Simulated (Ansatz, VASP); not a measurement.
**One calculation of Pt, two programs**

```xyz
1
Lattice="-1.6080 1.6080 1.5842 1.6080 -1.6080 1.5842 1.6080 1.6080 -1.5842" Properties=species:S:1:pos:R:3 pbc="T T T"
Pt    0.0000    0.0000    0.0000
```

Change from the starting cell: strain +0.015 along x and y, +0.000 along z, atoms carried along.

Alike in both runs: task single point; functional r2SCAN; k mesh 22 × 22 × 22; occupations gaussian, width 0.15 eV; no spin polarisation.

|  | VASP | Ansatz |
| --- | --- | --- |
| version | VASP 6.6.1 | Ansatz 0.2.0 |
| potentials or method | VASP PAW PBE potentials, release 64 (Pt), cutoff 520 eV | scalar-relativistic, plane waves, PAW |
| valence electrons in the cell | 10 | 18 |

Ansatz gave:

| Item | Value |
| --- | --- |
| gap on the k mesh at the Fermi level (eV) | none |
| pressure (GPa) | -12.6 |
| traceless stress, the component that is largest in VASP (GPa) | -0.82 |

Problem. What did VASP give for the same quantities?

Solution. gap on the k mesh at the Fermi level (eV): none; pressure (GPa): -12.2; traceless stress, the component that is largest in VASP (GPa): -0.83.

VASP's potentials were made for PBE, not for r2SCAN. A gap of «none» marks a metal or a gap that the smearing closes. With one functional, cell and mesh, what is left measures potentials, basis and numerics. VASP's potentials hold 10 valence electrons a cell and Ansatz's 18, so a difference there can come from the potentials and not from the codes.

Spin-orbit coupling is off throughout.
